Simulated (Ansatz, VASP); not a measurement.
# One calculation of ZnO, two programs

```
CELL_PARAMETERS angstrom
2.63307 0.00000 0.00000
0.00000 2.63307 0.00000
0.00000 0.00000 2.63307
ATOMIC_POSITIONS crystal
Zn 0.00000 0.00000 0.00000
O 0.50000 0.50000 0.50000
```

Alike in both runs: task single point; functional PBE; k mesh 8 × 8 × 8; occupations fermi-dirac, width 0.02 eV; no spin polarisation.

|  | VASP | Ansatz |
| --- | --- | --- |
| version | VASP 6.6.1 | Ansatz 0.2.0 |
| potentials or method | VASP PAW PBE potentials, release 64 (Zn, O) | plane waves, PAW |
| plane-wave cutoff (eV) | 520 | 420 |
| valence electrons in the cell | 18 | 18 |

|  | VASP | Ansatz | Ansatz less VASP |
| --- | --- | --- | --- |
| pressure (GPa) | 12.4 | 11.4 | -0.95 |
